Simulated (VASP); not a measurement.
A run of VASP 6.6.1 is set up as follows.

Contents of INCAR:

```
  ALGO = Normal
  EDIFF = 1E-6
  ENCUT = 600
  GGA = PE
  GGA_COMPAT = F
  ISIF = 2
  ISMEAR = 0
  LASPH = T
  LCHARG = F
  LREAL = F
  LWAVE = F
  NBANDS = 11
  NELM = 120
  PREC = Accurate
  SIGMA = 0.01
```

Contents of KPOINTS:

```
k-points
0
Gamma
  6 6 6
```

Contents of POSCAR:

```
BeTe
1.0
    0.0000000000      2.7700000000      2.7700000000
    2.7700000000      0.0000000000      2.7700000000
    2.7700000000      2.7700000000      0.0000000000
Be Te
1 1
Direct
    0.0000000000      0.0000000000      0.0000000000
    0.2500000000      0.2500000000      0.2500000000
```

Potentials or basis: VASP PAW PBE potentials, release 64 (Be, Te).

Command:

```bash
$ cat potpaw_PBE.64/Be/POTCAR potpaw_PBE.64/Te/POTCAR > POTCAR
$ mpirun -np 1 vasp_std > vasp.out
```

Problem. Estimate the band gap on the k mesh.

Solution. 1.85 eV, indirect (least direct gap 3.56 eV).

Problem. Estimate the pressure.

Solution. 4.5 GPa.

Caveat: spin-orbit coupling is left out, which moves the levels of the heavy elements. A k mesh can miss the band edges.
